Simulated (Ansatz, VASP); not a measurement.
## One calculation of LiH, two programs

INCAR

```
  ALGO = Normal
  EDIFF = 1E-7
  ENCUT = 520
  GGA = CA
  ISIF = 2
  ISMEAR = 0
  LASPH = True
  LCHARG = True
  LELF = True
  LREAL = False
  LVHAR = True
  LWAVE = False
  NBANDS = 9
  NELM = 80
  PREC = Accurate
  SIGMA = 0.01
```

File KPOINTS:

```
k-points
0
Gamma
  10 10 10
```

File POSCAR:

```
LiH
1.0
    0.0000000000      1.9544546344      1.9544546344
    1.9544546344      0.0000000000      1.9544546344
    1.9544546344      1.9544546344      0.0000000000
Li H
1 1
Direct
    0.0000000000      0.0000000000      0.0000000000
    0.5000000000      0.5000000000      0.5000000000
```

Input for Ansatz:

```yaml
crystal:
  lattice:
    - [0.0, 1.95445463442, 1.95445463442]
    - [1.95445463442, 0.0, 1.95445463442]
    - [1.95445463442, 1.95445463442, 0.0]
  atoms:
    - { symbol: Li, position: [0.0, 0.0, 0.0] }
    - { symbol: H, position: [0.5, 0.5, 0.5] }
kpoints:
  mp_grid: { grid: [10, 10, 10] }
scf:
  occupations: { method: fixed }
hamiltonian:
  xc: lda
  pseudopotentials: { kind: paw }
output:
  forces: true
  stress: true
  eigenvalues: true
  eigenstates:
    nscf_kmesh: { grid: [16, 16, 16] }
    de_dk: true
    e_range: [-9, 12.53979892077]
  optics:
    e_range: [0, 25]
    de: 0.2
    sigma: 0.2
    bands: { spectra_wanted_up_to: 25 }
    nscf_kmesh: { grid: [16, 16, 16] }
checkpoint:
  write: ck
  write_wavefunctions: false
```

Alike in both runs: task single point; functional LDA; k mesh 10 × 10 × 10; no spin polarisation.

```csv
,VASP,Ansatz
version,VASP 6.6.1,Ansatz 0.2.0
potentials or method,"VASP PAW LDA potentials, release 64 (Li_sv, H)","PAW with Ansatz's default frozen-core files, scalar-relativistic"
plane-wave cutoff (eV),520,420
occupations,"gaussian, width 0.01 eV",fixed
valence electrons in the cell,4,4
```

Ansatz gave:

- gap on the k mesh at the Fermi level (eV): 2.54

Problem. Which values does VASP return?

Solution. gap on the k mesh at the Fermi level (eV): 2.53.

LDA's correlation is that of Perdew and Zunger in VASP and of Perdew and Wang (1992) in Ansatz.

Noted on VASP's run: the cutoff is short for stress, so the pressure is rough.
